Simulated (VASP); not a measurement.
Nb, 1 atom in the cell. The structure is cubic, space group Fm-3m (No. 225). Conventional cell: a = 4.170 Å, b = 4.170 Å, c = 4.170 Å, α = 90.00°, β = 90.00°, γ = 90.00°. Nb (site symmetry m-3m) has 12 Nb at 2.95 Å within 3.9 Å. 

* Program: VASP 6.6.1
* Task: relaxation of cell and atoms
* Functional: PBE
* Potentials or basis: VASP PAW PBE potentials, release 64 (Nb_sv)
* Cutoff: 600 eV
* k mesh: 16 × 16 × 16
* Occupations: fermi-dirac, width 0.08 eV
* Spin: no spin polarisation
* Dipole correction: no
* Further INCAR settings: ALGO = Normal; EDIFF = 1e-06; IBRION = 2; EDIFFG = -0.005; NSW = 60; ISIF = 3

Potentials or basis: VASP PAW PBE potentials, release 64 (Nb_sv).

Launch:

```console
$ cat potpaw_PBE.64/Nb_sv/POTCAR > POTCAR
$ mpirun -np 1 vasp_std > vasp.out
```

Hardware: 1 thread of Intel Xeon 6975P-C, with other jobs on the host.

**Question.** How long does it take, and how much memory?

**Answer.** Wall time 48 s on 1 thread of Intel Xeon 6975P-C, on a shared host, peak memory 0.17 GiB. Counts: scf iterations 36, k points 145, ion steps 4.
